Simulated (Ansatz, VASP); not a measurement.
**Ni: VASP beside Ansatz**

File INCAR:

```
SYSTEM = Ni
PREC = Accurate ; ENCUT = 520
EDIFF = 1E-6 ; ISMEAR = -1
SIGMA = 0.05 ; LREAL = .FALSE.
LASPH = .TRUE. ; NELM = 150
ALGO = Normal ; ISIF = 2
LWAVE = .FALSE. ; LCHARG = .FALSE.
ISPIN = 2 ; MAGMOM = 0.83 0.83
LORBIT = 11 ; LMAXMIX = 4
GGA = PS ; NBANDS = 21
```

Contents of KPOINTS:

```
regular mesh
0
G
  12 12 12
  0 0 0
```

POSCAR

```
Ni
1.0
    0.0000000000      2.3990723979      2.3990723979
    2.3990723979      0.0000000000      2.3990723979
    2.3990723979      2.3990723979      0.0000000000
Ni
2
Direct
    0.1250000000      0.1250000000      0.1250000000
    0.8750000000      0.8750000000      0.8750000000
```

Input for Ansatz:

```yaml
crystal:
  lattice:
    - [0.0, 2.3990723979, 2.3990723979]
    - [2.3990723979, 0.0, 2.3990723979]
    - [2.3990723979, 2.3990723979, 0.0]
  atoms:
    - { symbol: Ni, position: [0.125, 0.125, 0.125], spin: 0.83 }
    - { symbol: Ni, position: [0.875, 0.875, 0.875], spin: 0.83 }
hamiltonian:
  xc: pbesol
  pseudopotentials:
    kind: paw
    azcp:
      Ni: "pseudopotentials/Ni.paw.azcp"
basis:
  ecutwfc: 420
  fft_grid_basis: typed
kpoints:
  mp_grid: { grid: [12, 12, 12], shift: [0, 0, 0] }
magnetization:
  spin_polarized: true
scf:
  occupations: { method: fermi_dirac, width: 0.05 }
  lower_state_search: "off"
output:
  stress: true
```

Alike in both runs: task single point; functional PBEsol; k mesh 12 × 12 × 12; occupations fermi-dirac, width 0.05 eV; collinear spin.

|  | VASP | Ansatz |
| --- | --- | --- |
| version | VASP 6.6.1 | Ansatz 0.2.0 |
| potentials or method | VASP PAW PBE potentials, release 64 (Ni), cutoff 520 eV | plane waves (420 eV) with PAW, scalar-relativistic |
| valence electrons in the cell | 20 | 36 |

Ansatz gave:

- pressure (GPa): 18.7
- net moment per atom (μB): 0.78
- size of the moment on the site where the two differ most (μB): 0.80

Problem. Estimate VASP's values.

Solution. Pressure (GPa): 17.9; net moment per atom (μB): 0.76; size of the moment on the site where the two differ most (μB): 0.76.

VASP's potentials were made for PBE, not for PBEsol, and Ansatz warns of the same on its side. Site moments also hang on the region over which each program counts them. With one functional, cell and mesh, what is left measures potentials, basis and numerics. VASP's potentials hold 20 valence electrons a cell and Ansatz's 36, so a difference there can come from the potentials and not from the codes.
